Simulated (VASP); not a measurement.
Runs of VASP 6.6.1 on Bi. The structure is that of space group P6_3/mmc (No. 194), or close to it. The cells are those of the table. 

```tsv
cell	gap on the mesh (eV)	pressure (GPa)
a = 3.414, b = 3.414, c = 5.470 Å, angles 90.0, 90.0, 120.0°, 2 atoms	none	9.9
a = 3.571, b = 3.571, c = 5.758 Å, angles 90.0, 90.0, 120.0°, 2 atoms	none	-0.1
a = 3.481, b = 3.481, c = 5.587 Å, angles 90.0, 90.0, 120.0°, 2 atoms	none	(a)
a = 3.314, b = 3.314, c = 5.316 Å, angles 90.0, 90.0, 120.0°, 2 atoms	none	19.9
```

Alike in all rows: task single point; level PBE; potentials or basis VASP PAW PBE potentials, release 64 (Bi_d); no spin polarisation; k mesh 7 × 7 × 4; cutoff (eV) 520; smearing fermi-dirac 0.1 eV.

Task: Fill in the values left out.

Result: (a) 4.9.

Caveats: spin-orbit coupling is left out, which moves the levels of the heavy elements.

A k mesh can miss the band edges, and the runs leave out spin-orbit coupling on Bi.

A gap of «none» marks levels without a gap at the run's occupations.
